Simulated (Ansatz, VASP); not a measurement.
## One calculation of GaSb, two programs

```
Ga Sb
1.0
     0.00000    3.02810    3.02810
     3.02810    0.00000    3.02810
     3.02810    3.02810    0.00000
Ga Sb
1 1
Direct
  0.00000 0.00000 0.00000
  0.75000 0.75000 0.75000
```

Change from the starting cell: volume scaled by 0.97.

Alike in both runs: task single point; functional PBE; k mesh 9 × 9 × 9; occupations fermi-dirac, width 0.05 eV; no spin polarisation.

|  | VASP | Ansatz |
| --- | --- | --- |
| version | VASP 6.6.1 | Ansatz 0.2.0 |
| potentials or method | VASP PAW PBE potentials, release 64 (Ga_d, Sb), cutoff 520 eV | all-electron LAPW, scalar-relativistic |

VASP gave:

```
pressure (GPa) : 4.2
```

Question: Which values does Ansatz return?

Answer: Pressure (GPa): 4.1.

Ansatz ran all-electron here, and VASP with PAW potentials.

Spin-orbit coupling is off throughout.
